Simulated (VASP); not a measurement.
# La3Si8Os8 (a cell with a defect) in VASP: single point with PBEsol

Aim: the single point of La3Si8Os8 (a cell with a defect) with PBEsol.

Program: VASP 6.6.1. These are calculated values, not measurements. Logs are shortened: lines on timing, memory, paths and dates and some standing lists are left out, and cuts for length are marked.

### 1 The cell of the first run

The cell holds a defect, 19 atoms: a = 8.400 Å, b = 8.400 Å, c = 5.842 Å, α = 68.93°, β = 68.93°, γ = 90.00°.

### 2 Single point, PBEsol

Input file INCAR:

```
PREC     = Accurate       # precision mode
ENCUT    = 520            # plane-wave cutoff, eV
EDIFF    = 1E-6           # SCF threshold, eV
ISMEAR   = -1             # smearing method
SIGMA    = 0.05           # smearing width, eV
LREAL    = Auto         
LASPH    = T              # aspherical terms in the spheres
NELM     = 80             # most SCF steps
ALGO     = Normal         # electronic algorithm
ISIF     = 2              # what is computed and relaxed
LWAVE    = F              # write WAVECAR
LCHARG   = T              # write CHGCAR
GGA      = PS             # functional
LELF     = T              # ELF
LVHAR    = T            
NBANDS   = 80             # bands
```

Input file KPOINTS:

```
Automatic mesh
0
Gamma
  2 2 3
```

Input file POSCAR:

```
La3Si8Os8
1.0
    0.0000000000      8.3997880000      0.0000000000
    8.3997880000      0.0000000000      0.0000000000
    2.0999470000      2.0999470000     -5.0309210000
Os Si La
8 8 3
Direct
    0.3750551428      0.1252380045      0.5007651680
    0.1240271043      0.3762523985      0.5007800759
    0.3733013474      0.6285485036      0.5023764038
    0.1273750804      0.8744616735      0.5024004551
    0.8717479535      0.1269939192      0.4991402171
    0.6258316053      0.3729136746      0.4991241166
    0.8750844062      0.6251965518      0.5007947849
    0.6240742297      0.8762127361      0.5007772931
    0.1818373052      0.1814413429      0.2727993542
    0.3188590230      0.3184515127      0.7287397278
    0.1831253055      0.6843054543      0.2706512386
    0.3193817332      0.8205443815      0.7331442891
    0.6797466220      0.1809076037      0.2683655736
    0.8159754771      0.3171375302      0.7309089131
    0.6802806096      0.6830111547      0.2727983604
    0.8172923726      0.8200220843      0.7287480761
   -0.0004299419      0.5007290159      0.0007606957
    0.9995793565      0.0007317666      0.0007549314
    0.4995643022      0.5007281411      0.0007646711
```

Potentials or basis: VASP PAW PBE potentials, release 64 (Os, Si, La).

Launch:

```
cat potpaw_PBE.64/Os/POTCAR potpaw_PBE.64/Si/POTCAR potpaw_PBE.64/La/POTCAR > POTCAR
mpirun -np 1 vasp_std > vasp.out
```

OUTCAR:

```text
PREC = Accurate
   ENCUT = 520
   EDIFF = 1E-6
   ISMEAR = -1
   LREAL = Auto
   LASPH = T
   NELM = 80
   ISIF = 2
   GGA = PS

 ion  position               nearest neighbor table
   1  0.375  0.125  0.501-  13 2.38  12 2.38   9 2.39  10 2.39   6 2.96   4 2.96   8 2.96   2 2.98
                            18 3.28  19 3.28
   2  0.124  0.376  0.501-  14 2.40  11 2.40   9 2.41  10 2.41   7 2.96   1 2.98   5 2.98   3 2.98
                            17 3.27  17 3.27  18 3.28  19 3.28
   3  0.373  0.629  0.502-  11 2.39  15 2.39  12 2.40  10 2.41   4 2.92   8 2.96   2 2.98   6 3.02
                            17 3.27  19 3.28  19 3.30
   4  0.127  0.874  0.502-  11 2.39   9 2.39  12 2.40  16 2.41   3 2.92   1 2.96   7 2.98   5 3.02
                            17 3.27  18 3.28  18 3.30
   5  0.872  0.127  0.499-  14 2.39  16 2.39  13 2.40   9 2.41   6 2.92   8 2.96   2 2.98   4 3.02
                            17 3.27  18 3.28  18 3.30
   6  0.626  0.373  0.499-  14 2.39  10 2.39  13 2.40  15 2.41   5 2.92   1 2.96   7 2.98   3 3.02
                            17 3.27  19 3.28  19 3.30
   7  0.875  0.625  0.501-  11 2.40  14 2.40  16 2.41  15 2.41   2 2.96   8 2.98   4 2.98   6 2.98
                            17 3.27  17 3.27  19 3.28  18 3.28
   8  0.624  0.876  0.501-  12 2.38  13 2.38  15 2.39  16 2.39   5 2.96   3 2.96   1 2.96   7 2.98
                            19 3.28  18 3.28
   9  0.182  0.181  0.273-   4 2.39   1 2.39   2 2.41   5 2.41  10 2.74  18 3.26  19 3.28  17 3.28

  10  0.319  0.318  0.729-   6 2.39   1 2.39   2 2.41   3 2.41   9 2.74  19 3.26  18 3.28  17 3.28
[... 13 lines left out ...]
  17  1.000  0.501  0.001-   4 3.27   6 3.27   3 3.27   5 3.27   7 3.27   2 3.27   2 3.27   7 3.27
                            11 3.28  14 3.28   9 3.28  10 3.28  16 3.28  15 3.28  12 3.29  13 3.29
  18  1.000  0.001  0.001-  12 3.26  13 3.26  16 3.26   9 3.26  11 3.27  14 3.27   4 3.28  10 3.28
                             5 3.28  15 3.28   1 3.28   2 3.28   8 3.28   7 3.28   4 3.30   5 3.30
  19  0.500  0.501  0.001-  13 3.26  12 3.26  10 3.26  15 3.26  14 3.27  11 3.27   6 3.28   3 3.28
                             9 3.28  16 3.28   8 3.28   1 3.28   7 3.28   2 3.28   3 3.30   6 3.30

  LATTYP: Found a base centered monoclinic cell.
 ALAT       =    11.6841295634
 B/A-ratio  =     1.0166862706
 C/A-ratio  =     0.5000000000
 COS(beta)  =    -0.4831745136

  Lattice vectors:

 A1 = (  -2.0999470000,   6.2998410000,   5.0309210000)
 A2 = (   6.2998410000,  -2.0999470000,   5.0309210000)
 A3 = (   2.0999470000,   2.0999470000,  -5.0309210000)

Analysis of symmetry for initial positions (statically):
=====================================================================
 Subroutine PRICEL returns:
 Original cell was already a primitive cell.

 Routine SETGRP: Setting up the symmetry group for a
 base centered monoclinic supercell.

 Subroutine GETGRP returns: Found  1 space group operations
 (whereof  1 operations were pure point group operations)
 out of a pool of  4 trial point group operations.

The static configuration has the point symmetry C_1 .
[... 145 lines left out ...]
   ISMEAR =    -1;   SIGMA  =   0.05  broadening in eV -4-tet -1-fermi 0-gaus
   EFERMI_NEDOS =   21; number of points for ismear=-14 and -15
   IALGO  =     38    algorithm
   IMIX   =      4    mixing-type and parameters
     AMIX     =   0.40;   BMIX     =  1.00
     AMIX_MAG =   1.60;   BMIX_MAG =  1.00
  volume/ion in A,a.u.               =      18.68       126.07
  Fermi-wavevector in a.u.,A,eV,Ry     =   1.168270  2.207711 18.569988  1.364856
  Thomas-Fermi vector in A             =   2.304759
   LORBIT       =      0    0 simple, 1 ext, 2 COOP (PROOUT), +10 PAW based schemes
   GGA     = PS    functional components
   LHFCALC =     F    Hartree Fock is set to
   AEXX    =    0.0000 exact exchange contribution
   IVDW    =     0    specifies the selected vdW correction
   LEPSILON=     F    determine dielectric tensor
   LRPA    =     F    only Hartree local field effects (RPA)
 non-spin polarized calculation
  energy-cutoff  :      520.00
  volume of cell :      354.96
 maximum number of plane-waves:      9581
 NGX is ok and might be reduce to    64
   NGX = 31   NGY = 31   NGZ = 21

 number of electron     128.9999998 magnetization

 Free energy of the ion-electron system (eV)
  ---------------------------------------------------
  ext. energy  EPLUGINS =         0.00000000
  ---------------------------------------------------
  free energy    TOTEN  =      -169.22983247 eV

  energy without entropy =     -169.17443835  energy(sigma->0) =     -169.20213541

 E-fermi :   7.5296     XC(G=0): -11.3308

 val. band max:        7.4518232126   @ k =   0.0000   0.0000   0.3333
 cond. band min:       7.5341030676   @ k =   0.5000   0.5000   0.0000
 fundamental gap:      0.0822798550
 Fermi energy:         7.5295887616

 k-point     1 :       0.0000    0.0000    0.0000
  band No.  band energies     occupation
      1     -24.4684      2.00000
      2     -24.4623      2.00000
      3     -24.4142      2.00000
      4      -8.6052      2.00000
      5      -8.5947      2.00000
      6      -8.4134      2.00000
[... 621 lines left out ...]
     75       9.9789      0.00000
     76       9.9812      0.00000
 [bands above 76 left out]

------------------------ aborting loop because EDIFF is reached ----------------------------------------

  FORCE on cell =-STRESS in cart. coord.  units (eV):
  Direction    XX          YY          ZZ          XY          YZ          ZX
  --------------------------------------------------------------------------------------
  -------------------------------------------------------------------------------------
  Total       -9.6476882     -9.6507708    -10.1335928     -0.7151825     -0.2945953     -0.2917489
  in kB      -43.5461429    -43.5600565    -45.7393390     -3.2280726     -1.3296955     -1.3168481
  external PRESSURE =     -44.2818461 kB  Pullay stress =       0.0000000 kB

 VOLUME and BASIS-vectors are now :
 -----------------------------------------------------------------------------
  energy-cutoff  :      520.00
  volume of cell :      354.96
      direct lattice vectors                 reciprocal lattice vectors
     0.000000000  8.399788000  0.000000000     0.000000000  0.119050624  0.049692690
     8.399788000  0.000000000  0.000000000     0.119050624  0.000000000  0.049692690
     2.099947000  2.099947000 -5.030921000     0.000000000  0.000000000 -0.198770762

 POSITION                                       TOTAL-FORCE (eV/Angst)
 -----------------------------------------------------------------------------------
      2.10355      4.20196     -2.51931         0.004118     -0.002088     -0.000649
      4.21205      2.09341     -2.51939         0.000838      0.001994     -0.000040
      6.33464      4.19062     -2.52742        -0.007643      0.001680     -0.004617
      8.40031      2.12494     -2.52754         0.000452     -0.004198     -0.005006
      2.11489      8.37067     -2.51114        -0.001759      0.006638      0.006266
      4.18053      6.30499     -2.51105         0.004264     -0.002632      0.004184
[... 11 lines left out ...]
      0.00773      8.39784     -0.00380        -0.000987      0.000170      0.000304
      4.20762      4.19784     -0.00385        -0.000967      0.000287      0.000193
 -----------------------------------------------------------------------------------
    total drift:                                0.005122     -0.001711     -0.003358

  FREE ENERGIE OF THE ION-ELECTRON SYSTEM (eV)
  ---------------------------------------------------
  free  energy   TOTEN  =      -169.2298324704 eV

  energy  without entropy=     -169.1744383498  energy(sigma->0) =     -169.20213541
```

OSZICAR:

```text
N       E                     dE             d eps       ncg     rms          rms(c)
DAV:   1     0.126176304670E+04    0.12618E+04   -0.47364E+04  1336   0.199E+03
DAV:   2     0.192498495929E+03   -0.10693E+04   -0.98156E+03  1400   0.485E+02
DAV:   3    -0.863926604721E+02   -0.27889E+03   -0.25915E+03  1536   0.219E+02
[... 12 lines left out ...]
DAV:  16    -0.169229820075E+03   -0.29999E-04   -0.12325E-04  2160   0.584E-02    0.297E-02
DAV:  17    -0.169229825823E+03   -0.57478E-05   -0.32259E-05  2488   0.313E-02    0.184E-02
DAV:  18    -0.169229830802E+03   -0.49796E-05   -0.12535E-05  1976   0.151E-02    0.892E-03
DAV:  19    -0.169229832154E+03   -0.13514E-05   -0.52599E-06  1752   0.114E-02    0.415E-03
DAV:  20    -0.169229832470E+03   -0.31662E-06   -0.15166E-06  1128   0.816E-03
   1 F= -.16922983E+03 E0= -.16920214E+03  d E =-.553941E-01
```

Run time: 33 min. Hardware: 1 thread of AMD EPYC 7R43 (Zen 3), shared host; peak memory 0.51 GiB.

Results:

- Free energy: -169.2298 eV
- Pressure: -4.4 GPa
- Largest force: 0.067 eV/Å
- Band gap on the k mesh: zero (an odd number of electrons rules out a gap without spin polarisation)

Forces in eV/Å, atoms in the order of the input:
```
Os   0.004 -0.002 -0.001
Os   0.001  0.002  0.000
Os  -0.008  0.002 -0.005
Os   0.000 -0.004 -0.005
Os  -0.002  0.007  0.006
Os   0.004 -0.003  0.004
Os   0.003 -0.001 -0.001
Os   0.001  0.002  0.000
Si  -0.001  0.000  0.063
Si   0.001  0.001 -0.062
Si   0.001  0.000  0.067
Si  -0.003 -0.001 -0.067
Si   0.002  0.002  0.066
Si   0.000 -0.003 -0.067
Si  -0.002 -0.001  0.062
Si   0.001 -0.001 -0.063
La  -0.001  0.000  0.000
La  -0.001  0.000  0.000
La  -0.001  0.000  0.000
```

Caveat: the k points lie up to 0.42 Å⁻¹ apart, too coarse for converged energies and pressures of a metal; the PAW data sets were made with another functional, which shifts forces and pressure a little; spin-orbit coupling is left out, which moves the levels of the heavy elements.

The gap in the log of VASP goes by the Fermi energy; the results here count the filled bands.